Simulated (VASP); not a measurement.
Here is a VASP 6.6.1 calculation.

INCAR

```
ALGO = Normal ; EDIFF = 1E-8
ENCUT = 520 ; IBRION = 6
ISIF = 2 ; ISMEAR = 0
LASPH = T ; LCHARG = F
LMIXTAU = T ; LREAL = F
LWAVE = F ; METAGGA = R2SCAN
NBANDS = 15 ; NELM = 80
NFREE = 2 ; NSW = 1
POTIM = 0.015 ; PREC = Accurate
SIGMA = 0.01
```

KPOINTS

```
k-points
0
Gamma
  6 6 6
```

Contents of POSCAR:

```
RbBr
1.0
    3.4617342726      3.4617342726      0.0000000000
   -3.4617342726      3.4617342726      0.0000000000
    0.0000000000      3.4617342726      3.4617342726
Rb Br
1 1
Direct
    0.0000000000      0.0000000000      0.0000000000
    0.5000000000      0.5000000000      0.0000000000
```

Potentials or basis: VASP PAW PBE potentials, release 64 (Rb_sv, Br).

The run is started by

```bash
$ cat potpaw_PBE.64/Rb_sv/POTCAR potpaw_PBE.64/Br/POTCAR > POTCAR
$ mpirun -np 1 vasp_std > vasp.out
```

Estimate the highest phonon frequency at Γ, LO-TO splitting left out.

89 cm⁻¹.

Phonon frequencies in cm⁻¹ (negative: imaginary):
```csv
q point,frequencies
"(0.000, 0.000, 0.000)",-1 -1 -1 89 89 89
```
